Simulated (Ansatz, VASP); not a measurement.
ZnCd5S6: VASP beside Ansatz

```
CELL_PARAMETERS angstrom
4.12982 0.00000 0.00000
-2.06491 3.57653 0.00000
0.00000 0.00000 20.33040
ATOMIC_POSITIONS crystal
Zn 0.00000 0.00000 0.33338
Cd 0.66667 0.33333 0.83376
Cd 0.00000 0.00000 0.66342
Cd 0.66667 0.33333 0.17458
Cd 0.33333 0.66667 0.49312
Cd 0.33333 0.66667 0.00416
S 0.66667 0.33333 0.95954
S 0.00000 0.00000 0.44908
S 0.00000 0.00000 0.78920
S 0.66667 0.33333 0.30084
S 0.33333 0.66667 0.61896
S 0.33333 0.66667 0.12996
```

Alike in both runs: task single point; functional PBE; k mesh 6 × 6 × 1; occupations gaussian, width 0.1 eV; no spin polarisation.

|  | VASP | Ansatz |
| --- | --- | --- |
| version | VASP 6.6.1 | Ansatz 0.2.0 |
| potentials or method | VASP PAW PBE potentials, release 64 (Zn, Cd, S), cutoff 520 eV | scalar-relativistic, plane waves, PAW |
| valence electrons in the cell | 108 | 148 |

```csv
,VASP,Ansatz,Ansatz less VASP
gap on the k mesh at the Fermi level (eV),1.11,1.11,-0.001
least direct gap on the mesh (eV),1.11,1.11,-0.001
pressure (GPa),0.3,0.0,-0.28
rms of the force components (eV/Å),0.005,0.001,-0.0043
```

Atom by atom the forces differ by 0.005 eV/Å (rms over components). The functional is the same, so the differences come from potentials, cutoffs and numerics. VASP's potentials hold 108 valence electrons a cell and Ansatz's 148, so a difference there can come from the potentials and not from the codes.
